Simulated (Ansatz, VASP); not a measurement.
## Two plane-wave programs on BeTe

The input INCAR:

```
PREC = Accurate
ENCUT = 600
EDIFF = 1E-6
ISMEAR = 0
SIGMA = 0.05
LREAL = False
LASPH = True
NELM = 120
ALGO = Normal
ISIF = 2
LWAVE = False
LCHARG = False
GGA = PE
NBANDS = 11
GGA_COMPAT = False
```

Contents of KPOINTS:

```
Automatic mesh
0
Gamma
  10 10 10
```

Contents of POSCAR:

```
BeTe
1.0
    0.0000000000      2.7792027254      2.7792027254
    2.7792027254      0.0000000000      2.7792027254
    2.7792027254      2.7792027254      0.0000000000
Be Te
1 1
Direct
    0.0000000000      0.0000000000      0.0000000000
    0.7500000000      0.7500000000      0.7500000000
```

Input for Ansatz:

```yaml
crystal:
  lattice:
    - [0.0, 2.7792027254, 2.7792027254]
    - [2.7792027254, 0.0, 2.7792027254]
    - [2.7792027254, 2.7792027254, 0.0]
  atoms:
    - { symbol: Be, position: [0.0, 0.0, 0.0] }
    - { symbol: Te, position: [0.75, 0.75, 0.75] }
basis:
  ecutwfc: 420
  ecutrho_ratio: 4
kpoints:
  mp_grid: { grid: [10, 10, 10] }
hamiltonian:
  xc: pbe
scf:
  occupations: { method: gaussian, width: 0.05 }
output:
  forces: true
  stress: true
  eigenvalues: true
```

Alike in both runs: task single point; functional PBE; k mesh 10 × 10 × 10; occupations gaussian, width 0.05 eV; no spin polarisation.

```csv
,VASP,Ansatz
version,VASP 6.6.1,Ansatz 0.2.0
potentials or method,"VASP PAW PBE potentials, release 64 (Be, Te), cutoff 600 eV","scalar-relativistic, plane waves, PAW"
valence electrons in the cell,8,18
```

|  | VASP | Ansatz | Ansatz less VASP |
| --- | --- | --- | --- |
| gap on the k mesh at the Fermi level (eV) | 1.87 | 1.89 | +0.016 |
| least direct gap on the mesh (eV) | 3.57 | 3.60 | +0.021 |
| pressure (GPa) | 3.7 | 3.6 | -0.17 |

VASP's potentials hold 8 valence electrons a cell and Ansatz's 18, so a difference there can come from the potentials and not from the codes.

Neither program's run includes spin-orbit coupling.
